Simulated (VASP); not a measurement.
Here is a VASP 6.6.1 calculation.

File INCAR:

```
PREC     = Accurate       # precision mode
ENCUT    = 520            # plane-wave cutoff, eV
EDIFF    = 1E-8           # SCF threshold, eV
ISMEAR   = -1             # smearing method
SIGMA    = 0.15           # smearing width, eV
LREAL    = F              # projectors in reciprocal space
LASPH    = T              # aspherical terms in the spheres
NELM     = 100            # most SCF steps
ALGO     = Normal         # electronic algorithm
ISIF     = 2              # what is computed and relaxed
LWAVE    = F              # write WAVECAR
LCHARG   = T              # write CHGCAR
NBANDS   = 14             # bands
IBRION   = 8              # ionic algorithm
NSW      = 1              # ionic steps
```

The input KPOINTS:

```
Automatic mesh
0
Gamma
  16 16 16
```

The input POSCAR:

```
TiB
1.0
    0.0000000000      2.3986911122      2.3986911122
    2.3986911122      0.0000000000      2.3986911122
    2.3986911122      2.3986911122      0.0000000000
Ti B
1 1
Direct
    0.7500000000      0.7500000000      0.7500000000
    0.0000000000      0.0000000000      0.0000000000
```

Potentials or basis: VASP PAW LDA potentials, release 64 (Ti_sv, B).

Run with:

```console
$ cat potpaw_LDA.64/Ti_sv/POTCAR potpaw_LDA.64/B/POTCAR > POTCAR
$ mpirun -np 1 vasp_std > vasp.out
```

Task: Estimate the highest phonon frequency at Γ, LO-TO splitting left out.

Result: 576 cm⁻¹.

Phonon frequencies in cm⁻¹ (negative: imaginary):
| q point | frequencies |
| --- | --- |
| (0.000, 0.000, 0.000) | 0 0 0 576 576 576 |

Caveat: the cell wasn't relaxed at this level first, which shifts response properties.
